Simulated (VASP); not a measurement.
Here is a VASP 6.6.1 calculation.

Contents of INCAR:

```
PREC     = Accurate       # precision mode
ENCUT    = 600            # plane-wave cutoff, eV
EDIFF    = 1E-6           # SCF threshold, eV
ISMEAR   = -1             # smearing method
SIGMA    = 0.05           # smearing width, eV
LREAL    = False          # projectors in reciprocal space
LASPH    = True           # aspherical terms in the spheres
NELM     = 60             # most SCF steps
ALGO     = Normal         # electronic algorithm
ISIF     = 3              # what is computed and relaxed
LWAVE    = False          # write WAVECAR
LCHARG   = False          # write CHGCAR
GGA      = PE             # functional
IBRION   = 2              # ionic algorithm
NSW      = 60             # ionic steps
EDIFFG   = -0.01          # ionic threshold
```

File KPOINTS:

```
Automatic mesh
0
Gamma
  10 10 2
```

POSCAR

```
MoS2
1.0
    3.1841260822      0.0000000000      0.0000000000
   -1.5920630411      2.7575340760      0.0000000000
    0.0000000000      0.0000000000     17.3345999500
Mo S
1 2
Direct
    0.0000000000      0.0000000000      0.0000000000
    0.3333333333      0.6666666667      0.9105070200
    0.3333333333      0.6666666667      0.0894929800
```

Potentials or basis: VASP PAW PBE potentials, release 64 (Mo_sv, S).

The run is started by

```sh
$ cat potpaw_PBE.64/Mo_sv/POTCAR potpaw_PBE.64/S/POTCAR > POTCAR
$ mpirun -np 1 vasp_std > vasp.out
```

(1) What does it give for the relaxed cell?

(2) What does it give for the space group after relaxing (to 0.1 Å)?

Answers

(1) a = 3.184 Å, b = 3.184 Å, c = 17.406 Å, α = 90.00°, β = 90.00°, γ = 120.00°.

(2) P-6m2 (No. 187).
